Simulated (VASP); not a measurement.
GaN: single point with HF

GaN:

```
Ga N
1.0
     0.00000    2.25350    2.25350
     2.25350    0.00000    2.25350
     2.25350    2.25350    0.00000
Ga N
1 1
Direct
  0.00000 0.00000 0.00000
  0.25000 0.25000 0.25000
```

| Property | Result |
| --- | --- |
| Program | VASP 6.6.1 |
| Task | single point |
| Functional | HF |
| Potentials or basis | VASP PAW PBE potentials, release 64 (Ga_d, N) |
| Cutoff | 520 eV |
| k mesh | 5 × 5 × 5 |
| Occupations | fermi-dirac, width 0.05 eV |
| Spin | no spin polarisation |
| Dipole correction | no |
| Grid for exact exchange (PRECFOCK) | Normal |
| Further INCAR settings | ALGO = Normal; EDIFF = 1e-06; NBANDS = 16 |
| Share of exact exchange | 1 |

- Pressure: 0.2 GPa
- Band gap on the k mesh: 10.65 eV

Levels at points of the mesh, in eV from the valence-band top:
```csv
k point,band 6,band 7,band 8,band 9,band 10,band 11,band 12,band 13
"(0.00, 0.00, 0.00)",-21.62,0.00,0.00,0.00,10.65,20.32,20.32,20.32
```

Run time: 16 min on 1 thread of AMD EPYC 9755 128-Core Processor, on a shared host, peak memory 0.11 GiB.

Caveat: the k points lie up to 0.48 Å⁻¹ apart; the PAW data sets were made with another functional, which shifts forces and pressure a little.
